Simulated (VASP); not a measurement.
# Al (a cell with a defect) in VASP: single point with PBEsol

Aim: the single point of Al (a cell with a defect) with PBEsol.

Everything below comes from runs of VASP 6.6.1. Logs are shortened: lines on timing, memory, paths and dates and some standing lists are left out, and cuts for length are marked.

### Step 1. The cell of the first run

The cell holds a defect, 33 atoms: a = 8.100 Å, b = 8.100 Å, c = 8.100 Å, α = 90.00°, β = 90.00°, γ = 90.00°.

### Step 2. Single point, PBEsol

The input, INCAR:

```
SYSTEM = Al
PREC     = Accurate       ! precision mode
ENCUT    = 520            ! plane-wave cutoff, eV
EDIFF    = 1E-6           ! SCF threshold, eV
ISMEAR   = 0              ! smearing method
SIGMA    = 0.05           ! smearing width, eV
LREAL    = Auto         
LASPH    = .TRUE.         ! aspherical terms in the spheres
NELM     = 60             ! most SCF steps
ALGO     = Normal         ! electronic algorithm
ISIF     = 2              ! what is computed and relaxed
LWAVE    = .FALSE.        ! write WAVECAR
LCHARG   = .TRUE.         ! write CHGCAR
GGA      = PS             ! functional
LELF     = .TRUE.         ! ELF
LVHAR    = .TRUE.       
NBANDS   = 72             ! bands
```

The input, KPOINTS:

```
regular mesh
0
G
  3 3 3
  0 0 0
```

The input, POSCAR:

```
Al
1.0
    8.1000000000      0.0000000000      0.0000000000
    0.0000000000      8.1000000000      0.0000000000
    0.0000000000      0.0000000000      8.1000000000
Al
33
Direct
    0.5019816049     -0.0036759259     -0.0020243210
    0.7539423457      0.2483387654     -0.0029461728
    0.7678682716     -0.0245751852      0.2423988889
    0.0041117284      0.0045954321     -0.0041219753
    0.2429029630      0.2429922222     -0.0310090123
    0.5068818519      0.5075285185     -0.0309260494
    0.7462175309      0.7453998765     -0.0040162963
    0.2591614815      0.0105987654      0.2493162963
    0.5721165432      0.1840877778      0.2775630864
    0.7421092593      0.4933706173      0.2494372840
    0.5020161728     -0.0143455556      0.5138348148
    0.7650729630      0.2482785185      0.5165900000
    0.7536562963     -0.0039772840      0.7527548148
   -0.0040911111      0.5017579012     -0.0028797531
    0.2481145679      0.7538591358     -0.0018754321
    0.0076237037      0.2564412346      0.2494344444
    0.1789255556      0.5643416049      0.2772087654
    0.4911035802      0.7398069136      0.2492960494
    0.0038654321      0.0041309877      0.5008793827
    0.2510508642      0.2516664198      0.5069796296
    0.4987445679      0.4985849383      0.5069097531
    0.7461632099      0.7459566667      0.5007113580
    0.2508622222     -0.0014808642      0.7496719753
    0.5052250617      0.2444683951      0.7466530864
    0.7505360494      0.4993864198      0.7502443210
   -0.0166800000      0.7742251852      0.2427765432
   -0.0151662963      0.5019454321      0.5163133333
    0.2478696296      0.7643711111      0.5133250617
   -0.0006722222      0.2508549383      0.7502598765
    0.2446360494      0.5058997531      0.7465637037
    0.4991350617      0.7515656790      0.7496664198
   -0.0035766667      0.7540228395      0.7526620988
    0.3754804938      0.3746837037      0.2153087654
```

Potentials or basis: VASP PAW PBE potentials, release 64 (Al).

The run is started by

```
$ cat potpaw_PBE.64/Al/POTCAR > POTCAR
$ mpirun -np 1 vasp_std > vasp.out
```

OUTCAR:

```text
SYSTEM = Al
   PREC = Accurate
   ENCUT = 520
   EDIFF = 1E-6
   ISMEAR = 0
   LREAL = Auto
   LASPH = .TRUE.
   NELM = 60
   ISIF = 2
   GGA = PS

 ion  position               nearest neighbor table
   1  0.502  0.996  0.998-   9 2.79  31 2.82   8 2.83   7 2.84  15 2.84  13 2.85  23 2.86  24 2.86
                             2 2.89   5 2.91  18 2.91   3 2.93
   2  0.754  0.248  0.997-   9 2.76  29 2.82   4 2.83  14 2.84  13 2.84  10 2.85  25 2.85  24 2.86
                             1 2.89  16 2.90   6 2.91   3 2.97
   3  0.768  0.975  0.242-   9 2.33  26 2.39   7 2.74   4 2.78  22 2.80  19 2.84   1 2.93  18 2.94
                             2 2.97  16 2.99  11 3.08  12 3.13
   4  0.004  0.005  0.996-  26 2.74   5 2.74   3 2.78  29 2.82  23 2.82  13 2.83   2 2.83  32 2.83
                            15 2.83  16 2.89   8 2.91   7 2.96
   5  0.243  0.243  0.969-  33 2.50  29 2.65  23 2.66   4 2.74  24 2.79  30 2.79  14 2.91   1 2.91
                             8 2.95  16 2.97   6 3.03
   6  0.507  0.508  0.969-  33 2.50  25 2.65  31 2.66   7 2.74  30 2.79  24 2.79  15 2.90   2 2.91
                            18 2.95  10 2.97   5 3.03
   7  0.746  0.745  0.996-   3 2.74   6 2.74  26 2.78  25 2.82  14 2.83  31 2.83  32 2.83  13 2.83
                             1 2.84  10 2.90  18 2.91   4 2.96
   8  0.259  0.011  0.249-   1 2.83  16 2.85  20 2.86  18 2.89  19 2.90   9 2.91  15 2.91   4 2.91
                            11 2.92  28 2.93  26 2.94   5 2.95  33 3.11
   9  0.572  0.184  0.278-  33 2.27   3 2.33  12 2.54  11 2.56   2 2.76   1 2.79  10 2.87   8 2.91
[... 35 lines left out ...]
  27  0.985  0.502  0.516-  17 2.55  25 2.68  12 2.72  22 2.77  29 2.78  32 2.80  30 2.81  10 2.92
                            16 2.94  20 2.96  28 3.01  26 3.13
  28  0.248  0.764  0.513-  17 2.57  23 2.69  11 2.73  19 2.77  31 2.80  32 2.81  30 2.82  18 2.91
                             8 2.93  21 2.96  27 3.01  26 3.07
  29  0.999  0.251  0.750-   5 2.65  12 2.68  27 2.78   4 2.82   2 2.82  20 2.84  19 2.84  25 2.85
                            14 2.85  30 2.87  13 2.87  23 2.89
  30  0.245  0.506  0.747-   6 2.79   5 2.79  27 2.81  28 2.82  21 2.83  20 2.83  32 2.84  14 2.86
                            15 2.86  31 2.87  29 2.87  24 2.99
  31  0.499  0.752  0.750-   6 2.66  11 2.69  28 2.80   1 2.82   7 2.83  23 2.84  21 2.84  22 2.84
                            13 2.86  15 2.86  30 2.87  25 2.88
  32  0.996  0.754  0.753-  13 2.78  27 2.80  28 2.81   7 2.83   4 2.83  30 2.84  14 2.85  15 2.85
                            23 2.86  25 2.87  19 2.88  22 2.88
  33  0.375  0.375  0.215-  17 2.27   9 2.27   6 2.50   5 2.50  21 2.75  20 2.76   8 3.11  18 3.11
                            10 3.13  16 3.14

  LATTYP: Found a simple cubic cell.
 ALAT       =     8.1000000000

  Lattice vectors:

 A1 = (   8.1000000000,   0.0000000000,   0.0000000000)
 A2 = (   0.0000000000,   8.1000000000,   0.0000000000)
 A3 = (   0.0000000000,   0.0000000000,   8.1000000000)

Analysis of symmetry for initial positions (statically):
=====================================================================
 Subroutine PRICEL returns:
 Original cell was already a primitive cell.

 Routine SETGRP: Setting up the symmetry group for a
 simple cubic supercell.

[... 188 lines left out ...]
     AMIX     =   0.40;   BMIX     =  1.00
     AMIX_MAG =   1.60;   BMIX_MAG =  1.00
  volume/ion in A,a.u.               =      16.10       108.68
  Fermi-wavevector in a.u.,A,eV,Ry     =   0.934978  1.766853 11.894002  0.874184
  Thomas-Fermi vector in A             =   2.061839
   LORBIT       =      0    0 simple, 1 ext, 2 COOP (PROOUT), +10 PAW based schemes
   GGA     = PS    functional components
   LHFCALC =     F    Hartree Fock is set to
   AEXX    =    0.0000 exact exchange contribution
   IVDW    =     0    specifies the selected vdW correction
   LEPSILON=     F    determine dielectric tensor
   LRPA    =     F    only Hartree local field effects (RPA)
 non-spin polarized calculation
 Gauss-broadening in eV      SIGMA  =   0.05
  energy-cutoff  :      520.00
  volume of cell :      531.44
 maximum number of plane-waves:     14358
   NGX = 31   NGY = 31   NGZ = 31

 number of electron      99.0000000 magnetization

 Free energy of the ion-electron system (eV)
  ---------------------------------------------------
  ext. energy  EPLUGINS =         0.00000000
  ---------------------------------------------------
  free energy    TOTEN  =      -132.01074072 eV

  energy without entropy =     -131.99272819  energy(sigma->0) =     -132.00173445

 E-fermi :   8.1713     XC(G=0): -10.3349

 val. band max:        8.1530982815   @ k =   0.3333   0.0000   0.0000
 cond. band min:       8.1730784077   @ k =   0.0000   0.0000   0.3333
 fundamental gap:      0.0199801262
 Fermi energy:         8.1713318054

 k-point     1 :       0.0000    0.0000    0.0000
  band No.  band energies     occupation
      1      -3.1205      2.00000
      2      -1.0037      2.00000
      3      -0.9394      2.00000
      4      -0.9344      2.00000
      5      -0.8576      2.00000
      6      -0.8521      2.00000
[... 885 lines left out ...]
     60       9.7777      0.00000
     61       9.8342      0.00000
 [bands above 61 left out]

------------------------ aborting loop because EDIFF is reached ----------------------------------------

  FORCE on cell =-STRESS in cart. coord.  units (eV):
  Direction    XX          YY          ZZ          XY          YZ          ZX
  --------------------------------------------------------------------------------------
  -------------------------------------------------------------------------------------
  Total       13.4768461     13.8930770      9.5346413    -11.2824879      0.0133244     -0.0291658
  in kB       40.6297169     41.8845612     28.7448394    -34.0142110      0.0401702     -0.0879283
  external PRESSURE =      37.0863725 kB  Pullay stress =       0.0000000 kB

 VOLUME and BASIS-vectors are now :
 -----------------------------------------------------------------------------
  energy-cutoff  :      520.00
  volume of cell :      531.44
      direct lattice vectors                 reciprocal lattice vectors
     8.100000000  0.000000000  0.000000000     0.123456790  0.000000000  0.000000000
     0.000000000  8.100000000  0.000000000     0.000000000  0.123456790  0.000000000
     0.000000000  0.000000000  8.100000000     0.000000000  0.000000000  0.123456790

 POSITION                                       TOTAL-FORCE (eV/Angst)
 -----------------------------------------------------------------------------------
      4.06605      8.07023      8.08360         0.001629      0.007661      0.011147
      6.10693      2.01154      8.07614        -0.009946      0.002414      0.007314
      6.21973      7.90094      1.96343         0.017918     -0.077157     -0.021529
      0.03331      0.03722      8.06661        -0.008604     -0.000802      0.005469
      1.96751      1.96824      7.84883        -0.005310     -0.009637     -0.025800
      4.10574      4.11098      7.84950         0.008135      0.008605     -0.029705
[... 25 lines left out ...]
      8.07103      6.10758      6.09656         0.003876     -0.000842      0.002472
      3.04139      3.03494      1.74400         0.061843     -0.054496     -0.041847
 -----------------------------------------------------------------------------------
    total drift:                               -0.007089      0.002518      0.001377

  FREE ENERGIE OF THE ION-ELECTRON SYSTEM (eV)
  ---------------------------------------------------
  free  energy   TOTEN  =      -132.0107407154 eV

  energy  without entropy=     -131.9927281931  energy(sigma->0) =     -132.00173445
```

OSZICAR:

```text
N       E                     dE             d eps       ncg     rms          rms(c)
DAV:   1     0.128911018028E+03    0.12891E+03   -0.34816E+04  2016   0.111E+03
DAV:   2    -0.118595227550E+03   -0.24751E+03   -0.23234E+03  2392   0.145E+02
DAV:   3    -0.132990447632E+03   -0.14395E+02   -0.13807E+02  2496   0.282E+01
DAV:   4    -0.133282742327E+03   -0.29229E+00   -0.28978E+00  2376   0.424E+00
DAV:   5    -0.133286289055E+03   -0.35467E-02   -0.35444E-02  2368   0.546E-01    0.867E+00
DAV:   6    -0.132394515551E+03    0.89177E+00   -0.85032E-01  2272   0.232E+00    0.502E+00
DAV:   7    -0.132046894013E+03    0.34762E+00   -0.39927E-01  2408   0.154E+00    0.104E+00
DAV:   8    -0.132014952974E+03    0.31941E-01   -0.41628E-02  2232   0.542E-01    0.693E-01
DAV:   9    -0.132012403148E+03    0.25498E-02   -0.22327E-03  2464   0.134E-01    0.506E-01
DAV:  10    -0.132010805101E+03    0.15980E-02   -0.93230E-04  2208   0.732E-02    0.928E-02
DAV:  11    -0.132010741876E+03    0.63225E-04   -0.13157E-04  2328   0.302E-02    0.399E-02
DAV:  12    -0.132010740279E+03    0.15970E-05   -0.15939E-05  2296   0.109E-02    0.227E-02
DAV:  13    -0.132010740715E+03   -0.43615E-06   -0.11117E-06  1264   0.317E-03
   1 F= -.13201074E+03 E0= -.13200173E+03  d E =-.180125E-01
```

stdout:

```text
POSCAR found type information on POSCAR Al
 POSCAR found :  1 types and      33 ions
 scaLAPACK will be used
 -----------------------------------------------------------------------------
|                                                                             |
|                                                                             |
|     You enforced a specific xc type in the INCAR file but a different       |
|     I HOPE YOU KNOW WHAT YOU ARE DOING!                                     |
|                                                                             |
 -----------------------------------------------------------------------------

 LDA part: xc-table for (Slater+PW92), standard interpolation
 POSCAR, INCAR and KPOINTS ok, starting setup
 FFT: planning ... GRIDC
 FFT: planning ... GRID_SOFT
 FFT: planning ... GRID
 WAVECAR not read
 entering main loop
```

It took 5.4 min on 1 thread of Intel Xeon 6975P-C (Granite Rapids), shared host; peak memory 0.64 GiB.

What came out:

```yaml
Free_energy: -132.0107 eV
Pressure: 3.7 GPa
Largest_force: 0.131 eV/Å
Band_gap_on_the_k_mesh: zero (an odd number of electrons rules out a gap without spin polarisation)
```

Forces in eV/Å, atoms in the order of the input:
```
Al   0.002  0.008  0.011
Al  -0.010  0.002  0.007
Al   0.018 -0.077 -0.022
Al  -0.009 -0.001  0.005
Al  -0.005 -0.010 -0.026
Al   0.008  0.009 -0.030
Al   0.007  0.002  0.004
Al   0.010  0.011 -0.002
Al  -0.067  0.106  0.036
Al   0.007  0.007  0.000
Al   0.000 -0.011  0.001
Al   0.014 -0.002  0.025
Al  -0.003  0.001  0.003
Al   0.011 -0.002  0.008
Al  -0.002 -0.010  0.012
Al  -0.009 -0.009  0.000
Al  -0.024 -0.018  0.063
Al  -0.007 -0.010 -0.001
Al  -0.003 -0.001 -0.007
Al   0.005  0.008 -0.019
Al  -0.004 -0.007 -0.016
Al   0.003  0.002 -0.006
Al   0.004 -0.011 -0.004
Al  -0.001 -0.003 -0.005
Al   0.005 -0.006  0.006
Al   0.002  0.047 -0.015
Al  -0.008  0.004  0.017
Al  -0.003  0.006 -0.004
Al  -0.004  0.005  0.006
Al   0.001  0.002 -0.005
Al  -0.004  0.012 -0.004
Al   0.004 -0.001  0.002
Al   0.062 -0.054 -0.042
```

Levels at points of the mesh, in eV from the Fermi level:
| k point | band 46 | band 47 | band 48 | band 49 | band 50 | band 51 | band 52 | band 53 |
| --- | --- | --- | --- | --- | --- | --- | --- | --- |
| (0.00, 0.00, 0.00) | -0.37 | -0.22 | -0.20 | -0.13 | 0.02 | 0.08 | 0.29 | 0.38 |

Caveat: the PAW data sets were made with another functional, which shifts forces and pressure a little.
